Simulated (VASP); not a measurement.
# Co (Fd-3m) in VASP: single point with PBEsol

Aim: the single point of Co with PBEsol.

All numbers are computed with VASP 6.6.1; they aren't measurements. Logs are shortened: lines on timing, memory, paths and dates and some standing lists are left out, and cuts for length are marked.

## 1. The cell of the first run

It takes space group Fd-3m (No. 227, cubic). Conventional cell: a = 4.952 Å, b = 4.952 Å, c = 4.952 Å, α = 90.00°, β = 90.00°, γ = 90.00°. Within 2.8 Å of Co (site symmetry -43m) lie 4 Co at 2.14 Å.

This isn't the form of Co at room conditions, which is hcp.

## 2. Single point, PBEsol, collinear spin, ferromagnetic start

Contents of INCAR:

```
SYSTEM = Co
PREC = Accurate
ENCUT = 520
EDIFF = 1E-6
ISMEAR = -1
SIGMA = 0.08
LREAL = .FALSE.
LASPH = .TRUE.
NELM = 150
ALGO = Normal
ISIF = 2
LWAVE = .FALSE.
LCHARG = .TRUE.
ISPIN = 2
MAGMOM = 1.7 1.7
LORBIT = 11
LMAXMIX = 4
GGA = PS
LELF = .TRUE.
LVHAR = .TRUE.
NBANDS = 20
```

Contents of KPOINTS:

```
Automatic mesh
0
G
  14 14 14
  0 0 0
```

Contents of POSCAR:

```
Co
1.0
    0.0000000000      2.4758056874      2.4758056874
    2.4758056874      0.0000000000      2.4758056874
    2.4758056874      2.4758056874      0.0000000000
Co
2
Direct
   -0.1250000000     -0.1250000000     -0.1250000000
    0.1250000000      0.1250000000      0.1250000000
```

Potentials or basis: VASP PAW PBE potentials, release 64 (Co).

The run is started by

```bash
$ cat potpaw_PBE.64/Co/POTCAR > POTCAR
$ mpirun -np 1 vasp_std > vasp.out
```

OUTCAR:

```text
SYSTEM = Co
   PREC = Accurate
   ENCUT = 520
   EDIFF = 1E-6
   ISMEAR = -1
   LREAL = .FALSE.
   LASPH = .TRUE.
   NELM = 150
   ISIF = 2
   ISPIN = 2
   LORBIT = 11
   GGA = PS

 ion  position               nearest neighbor table
   1  0.875  0.875  0.875-   2 2.14   2 2.14   2 2.14   2 2.14
   2  0.125  0.125  0.125-   1 2.14   1 2.14   1 2.14   1 2.14

  LATTYP: Found a face centered cubic cell.
 ALAT       =     4.9516113748

  Lattice vectors:

 A1 = (   0.0000000000,   2.4758056874,   2.4758056874)
 A2 = (   2.4758056874,   0.0000000000,   2.4758056874)
 A3 = (   2.4758056874,   2.4758056874,   0.0000000000)

Analysis of symmetry for initial positions (statically):
=====================================================================
 Subroutine PRICEL returns:
 Original cell was already a primitive cell.

 Routine SETGRP: Setting up the symmetry group for a
 face centered cubic supercell.

 Subroutine GETGRP returns: Found 48 space group operations
 (whereof 12 operations were pure point group operations)
 out of a pool of 48 trial point group operations.

The static configuration has the point symmetry D_3d.
 The point group associated with its full space group is O_h .

Analysis of symmetry for dynamics (positions and initial velocities):
=====================================================================
 Subroutine PRICEL returns:
 Original cell was already a primitive cell.

 Routine SETGRP: Setting up the symmetry group for a
 face centered cubic supercell.

 Subroutine GETGRP returns: Found 48 space group operations
 (whereof 12 operations were pure point group operations)
 out of a pool of 48 trial point group operations.

The dynamic configuration has the point symmetry D_3d.
 The point group associated with its full space group is O_h .

Analysis of structural, dynamic, and magnetic symmetry:
=====================================================================
 Subroutine PRICEL returns:
 Original cell was already a primitive cell.

 Routine SETGRP: Setting up the symmetry group for a
 face centered cubic supercell.

 Subroutine GETGRP returns: Found 48 space group operations
 (whereof 12 operations were pure point group operations)
 out of a pool of 48 trial point group operations.

The overall configuration has the point symmetry D_3d.
 The point group associated with its full space group is O_h .

 Subroutine INISYM returns: Found 48 space group operations
 (whereof 12 operations are pure point group operations),
 and found     1 'primitive' translations

----------------------------------------------------------------------------------------

                                     Primitive cell

  volume of cell :      30.3515

  direct lattice vectors                    reciprocal lattice vectors
     0.000000000  2.475805687  2.475805687    -0.201954460  0.201954460  0.201954460
     2.475805687  0.000000000  2.475805687     0.201954460 -0.201954460  0.201954460
     2.475805687  2.475805687  0.000000000     0.201954460  0.201954460 -0.201954460

  length of vectors
     3.501317981  3.501317981  3.501317981     0.349795385  0.349795385  0.349795385

  position of ions in fractional coordinates (direct lattice)
     0.875000000  0.875000000  0.875000000
     0.125000000  0.125000000  0.125000000

  ion indices of the primitive-cell ions
   primitive index   ion index
                 1           1
                 2           2

----------------------------------------------------------------------------------------

 KPOINTS: Automatic mesh

Automatic generation of k-mesh.
 Grid dimensions read from file:
 generate k-points for:   14   14   14

 Generating k-lattice:

  Cartesian coordinates                     Fractional coordinates (reciprocal lattice)
    -0.014425319  0.014425319  0.014425319     0.071428571  0.000000000  0.000000000
     0.014425319 -0.014425319  0.014425319     0.000000000  0.071428571  0.000000000
     0.014425319  0.014425319 -0.014425319     0.000000000  0.000000000  0.071428571

  Length of vectors
     0.024985385  0.024985385  0.024985385

  Shift w.r.t. Gamma in fractional coordinates (k-lattice)
     0.000000000  0.000000000  0.000000000

 Subroutine IBZKPT returns following result:
 ===========================================

 Found    104 irreducible k-points:

 Following reciprocal coordinates:
            Coordinates               Weight
  0.000000  0.000000  0.000000      1.000000
  0.071429  0.000000  0.000000      8.000000
  0.142857  0.000000  0.000000      8.000000
  0.214286  0.000000  0.000000      8.000000
  0.285714  0.000000  0.000000      8.000000
  0.357143  0.000000  0.000000      8.000000
[... 16 lines left out ...]
  0.214286  0.142857  0.000000     24.000000
  0.285714  0.142857  0.000000     24.000000
 [... further k-points ...]
   k-points           NKPTS =    104   k-points in BZ     NKDIM =    104   number of bands    NBANDS=     20
   number of dos      NEDOS =    301   number of ions     NIONS =      2
   total plane-waves  NPLWV =  21952
   dimension x,y,z NGX =    28 NGY =   28 NGZ =   28
   dimension x,y,z NGXF=    56 NGYF=   56 NGZF=   56
   ions per type =               2
   NGX,Y,Z   is equivalent  to a cutoff of  13.29, 13.29, 13.29 a.u.
   NGXF,Y,Z  is equivalent  to a cutoff of  26.59, 26.59, 26.59 a.u.
 SYSTEM =  Co
   PREC   = accura    normal or accurate (medium, high low for compatibility)
   ISTART =      0    job   : 0-new  1-cont  2-samecut
   ICHARG =      2    charge: 1-file 2-atom 10-const
   ISPIN  =      2    spin polarized calculation?
   LNONCOLLINEAR =      F non collinear calculations
   LSORBIT =      F    spin-orbit coupling
   LASPH  =      T    aspherical Exc in radial PAW
   ENCUT  =  520.0 eV  38.22 Ry    6.18 a.u.   6.51  6.51  6.51*2*pi/ulx,y,z
   NELM   =    150;   NELMIN=  2; NELMDL= -5     # of ELM steps
   EDIFF  = 0.1E-05   stopping-criterion for ELM
   LREAL  =      F    real-space projection
   EDIFFG = 0.1E-04   stopping-criterion for IOM
   NSW    =      0    number of steps for IOM
   IBRION =     -1    ionic relax: 0-MD 1-quasi-New 2-CG
   NFREE  =      0    steps in history (QN), initial steepest desc. (CG)
   ISIF   =      2    stress and relaxation
   ISYM   =      2    0-nonsym 1-usesym 2-fastsym
   POTIM  = 0.5000    time-step for ionic-motion
   TEBEG  =    0.0;   TEEND  =   0.0 temperature during run
   PSTRESS=    0.0 pullay stress
   NELECT =      18.0000    total number of electrons
   NUPDOWN=      -1.0000    fix difference up-down
   EMIN   =  10.00;   EMAX   =-10.00  energy-range for DOS
   EFERMI =   0.00;   METHOD = LEGACY
   ISMEAR =    -1;   SIGMA  =   0.08  broadening in eV -4-tet -1-fermi 0-gaus
   EFERMI_NEDOS =   21; number of points for ismear=-14 and -15
   IALGO  =     38    algorithm
   IMIX   =      4    mixing-type and parameters
     AMIX     =   0.40;   BMIX     =  1.00
     AMIX_MAG =   1.60;   BMIX_MAG =  1.00
  volume/ion in A,a.u.               =      15.18       102.41
  Fermi-wavevector in a.u.,A,eV,Ry     =   1.375432  2.599190 25.739679  1.891813
  Thomas-Fermi vector in A             =   2.500768
   LORBIT       =     11    0 simple, 1 ext, 2 COOP (PROOUT), +10 PAW based schemes
   GGA     = PS    functional components
   LHFCALC =     F    Hartree Fock is set to
   AEXX    =    0.0000 exact exchange contribution
   IVDW    =     0    specifies the selected vdW correction
   LEPSILON=     F    determine dielectric tensor
   LRPA    =     F    only Hartree local field effects (RPA)
 spin polarized calculation
  energy-cutoff  :      520.00
  volume of cell :       30.35
 maximum number of plane-waves:       869
 NGX is ok and might be reduce to    28
   NGX = 13   NGY = 13   NGZ = 13

 number of electron      18.0000001 magnetization       1.9338739

 Free energy of the ion-electron system (eV)
  ---------------------------------------------------
  ext. energy  EPLUGINS =         0.00000000
  ---------------------------------------------------
  free energy    TOTEN  =       -12.62806174 eV

  energy without entropy =      -12.52751312  energy(sigma->0) =      -12.57778743

 E-fermi :   5.8323     XC(G=0): -11.4209

 val. band max:        5.8292050154   @ k =  -0.2857   0.3571   0.0714
 cond. band min:       5.8327461044   @ k =  -0.3571   0.3571   0.0714
 fundamental gap:      0.0035410890
 Fermi energy:         5.8322961549

 spin component 1

 k-point     1 :       0.0000    0.0000    0.0000
  band No.  band energies     occupation
      1      -0.9204      1.00000
      2       2.6234      1.00000
      3       2.6234      1.00000
      4       2.7937      1.00000
      5       2.7937      1.00000
      6       2.7937      1.00000
[... 12 lines left out ...]
     19      21.7408      0.00000
     20      23.5504      0.00000

 k-point     2 :       0.0714    0.0000    0.0000
  band No.  band energies     occupation
      1      -0.8211      1.00000
      2       2.5625      1.00000
      3       2.5625      1.00000
      4       2.7984      1.00000
      5       2.8773      1.00000
      6       2.8773      1.00000
[... 12 lines left out ...]
     19      22.5437      0.00000
     20      23.0786      0.00000
[... 465 lines left out ...]
      3       2.7656      1.00000
      4       2.8343      1.00000
      5       2.9295      1.00000
      6       3.2989      1.00000
[... 12 lines left out ...]
     19      24.1322      0.00000
     20      24.2988      0.00000

 k-point    24 :       0.2857    0.1429    0.0000
  band No.  band energies     occupation
      1       0.4650      1.00000
      2       2.1754      1.00000
      3       2.7649      1.00000
      4       2.8540      1.00000
      5       2.9960      1.00000
      6       3.3793      1.00000
[... 12 lines left out ...]
     19      23.9587      0.00000
     20      25.4606      0.00000

 [... further k-points ...]

 spin component 2

 k-point     1 :       0.0000    0.0000    0.0000
  band No.  band energies     occupation
      1      -0.8375      1.00000
      2       3.5133      1.00000
      3       3.5133      1.00000
      4       3.6342      1.00000
      5       3.6342      1.00000
      6       3.6342      1.00000
[... 12 lines left out ...]
     19      21.7836      0.00000
     20      23.6123      0.00000

 k-point     2 :       0.0714    0.0000    0.0000
  band No.  band energies     occupation
      1      -0.7379      1.00000
      2       3.4320      1.00000
      3       3.4320      1.00000
      4       3.6391      1.00000
      5       3.7401      1.00000
      6       3.7401      1.00000
[... 12 lines left out ...]
     19      22.6590      0.00000
     20      23.1655      0.00000
[... 465 lines left out ...]
      3       3.6364      1.00000
      4       3.6940      1.00000
      5       3.8252      1.00000
      6       4.1776      1.00000
[... 12 lines left out ...]
     19      24.3044      0.00000
     20      24.4188      0.00000

 k-point    24 :       0.2857    0.1429    0.0000
  band No.  band energies     occupation
      1       0.5644      1.00000
      2       2.9944      1.00000
      3       3.6357      1.00000
      4       3.7142      1.00000
      5       3.8968      1.00000
      6       4.2569      1.00000
[... 12 lines left out ...]
     19      24.2076      0.00000
     20      25.6275      0.00000

 [... further k-points ...]

------------------------ aborting loop because EDIFF is reached ----------------------------------------

  FORCE on cell =-STRESS in cart. coord.  units (eV):
  Direction    XX          YY          ZZ          XY          YZ          ZX
  --------------------------------------------------------------------------------------
  -------------------------------------------------------------------------------------
  Total       -0.9582195     -0.9582195     -0.9582195      0.0000000      0.0000000     -0.0000000
  in kB      -50.5819888    -50.5819888    -50.5819888      0.0000000      0.0000000     -0.0000000
  external PRESSURE =     -50.5819888 kB  Pullay stress =       0.0000000 kB

 VOLUME and BASIS-vectors are now :
 -----------------------------------------------------------------------------
  energy-cutoff  :      520.00
  volume of cell :       30.35
      direct lattice vectors                 reciprocal lattice vectors
     0.000000000  2.475805687  2.475805687    -0.201954460  0.201954460  0.201954460
     2.475805687  0.000000000  2.475805687     0.201954460 -0.201954460  0.201954460
     2.475805687  2.475805687  0.000000000     0.201954460  0.201954460 -0.201954460

 POSITION                                       TOTAL-FORCE (eV/Angst)
 -----------------------------------------------------------------------------------
      4.33266      4.33266      4.33266         0.000000      0.000000      0.000000
      0.61895      0.61895      0.61895        -0.000000     -0.000000     -0.000000
 -----------------------------------------------------------------------------------
    total drift:                                0.000000      0.000000     -0.000000

  FREE ENERGIE OF THE ION-ELECTRON SYSTEM (eV)
  ---------------------------------------------------
  free  energy   TOTEN  =       -12.6280617430 eV

  energy  without entropy=      -12.5275131161  energy(sigma->0) =      -12.57778743

 total charge

# of ion       s       p       d       tot
------------------------------------------
    1        0.550   0.393   7.357   8.300
    2        0.550   0.393   7.357   8.300
--------------------------------------------------
tot          1.100   0.786  14.715  16.601

 magnetization (x)

# of ion       s       p       d       tot
------------------------------------------
    1       -0.017  -0.004   0.975   0.954
    2       -0.017  -0.004   0.975   0.954
--------------------------------------------------
tot         -0.034  -0.007   1.949   1.909
```

It took 76 s on 1 thread of Intel Xeon 6975P-C (Granite Rapids), shared host; peak memory 0.23 GiB.

Results:

```
Free energy                                           : -12.6281 eV
Pressure                                              : -5.1 GPa
Net moment                                            : 1.93 μB per cell
Site moments                                          : Co +0.95 μB
Valence electrons inside the program's atomic spheres : Co 8.30
```

Caveat: the cell stands under tension; the PAW data sets were made with another functional, which shifts forces and pressure a little.
